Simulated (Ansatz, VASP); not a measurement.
**One calculation of BN, two programs**

POSCAR

```
BN
1.0
    2.5185105013      0.0000000000      0.0000000000
   -1.2592552506      2.1810940738      0.0000000000
    0.0000000000      0.0000000000      4.2124674919
B N
2 2
Direct
    0.3333333333      0.6666666667      0.0002865849
    0.6666666667      0.3333333333      0.5002865849
    0.3333333333      0.6666666667      0.3747134151
    0.6666666667      0.3333333333      0.8747134151
```

INCAR.step1

```
PREC = Accurate ; ENCUT = 520
EDIFF = 1E-5 ; ISMEAR = 0
SIGMA = 0.01 ; LREAL = F
LASPH = T ; NELM = 100
ALGO = Normal ; ISIF = 2
LWAVE = T ; LCHARG = F
NBANDS = 16 ; GGA = PE
```

File INCAR.step2:

```
PREC = Accurate ; ENCUT = 520
EDIFF = 1E-7 ; ISMEAR = 0
SIGMA = 0.01 ; LREAL = F
LASPH = T ; NELM = 100
ALGO = Normal ; ISIF = 2
LWAVE = F ; LCHARG = F
GGA = PE ; LHFCALC = T
HFSCREEN = 0.2079 ; PRECFOCK = Normal
NBANDS = 16 ; ISTART = 1
```

File KPOINTS:

```
regular mesh
0
Gamma
  9 9 4
```

Input for Ansatz:

```yaml
crystal:
  lattice:
    - [2.5185105013, 0.0, 0.0]
    - [-1.2592552506, 2.1810940738, 0.0]
    - [0.0, 0.0, 4.2124674919]
  atoms:
    - { symbol: B, position: [0.3333333333, 0.6666666667, 0.0002865849] }
    - { symbol: B, position: [0.6666666667, 0.3333333333, 0.5002865849] }
    - { symbol: "N", position: [0.3333333333, 0.6666666667, 0.3747134151] }
    - { symbol: "N", position: [0.6666666667, 0.3333333333, 0.8747134151] }
kpoints:
  mp_grid: { grid: [9, 9, 4] }
  band_path:
    path:
      - [0.0, 0.0, 0.0]
      - [0.5, 0.0, 0.0]
      - [0.3333333333, 0.3333333333, 0.0]
      - [0.0, 0.0, 0.5]
      - [0.5, 0.0, 0.5]
      - [0.3333333333, 0.3333333333, 0.5]
      - [0.1, 0.0, 0.0]
    npoints: 1
hamiltonian:
  xc: hse06
scf:
  occupations: { method: fixed }
  n_extra_bands: 5
output:
  forces: true
  stress: true
  eigenvalues: true
```

Change from the starting cell: epitaxial_xy strain -1.0%.

Alike in both runs: task single point; functional HSE06; k mesh 9 × 9 × 4; no spin polarisation.

```csv
,VASP,Ansatz
version,VASP 6.6.1,Ansatz 0.2.0
potentials or method,"VASP PAW PBE potentials, release 64 (B, N)","plane waves, PAW"
plane-wave cutoff (eV),520,420
occupations,"gaussian, width 0.01 eV",fixed
valence electrons in the cell,16,16
```

```tsv
	VASP	Ansatz	Ansatz less VASP
gap on the k mesh at the Fermi level (eV)	6.43	6.45	+0.019
pressure (GPa)	3.8	3.2	-0.57
traceless stress, the component that is largest in VASP (GPa)	-8.15	-8.07	+0.079
```

Ansatz's warnings: stress exchange threshold loose, stress scf threshold loose.
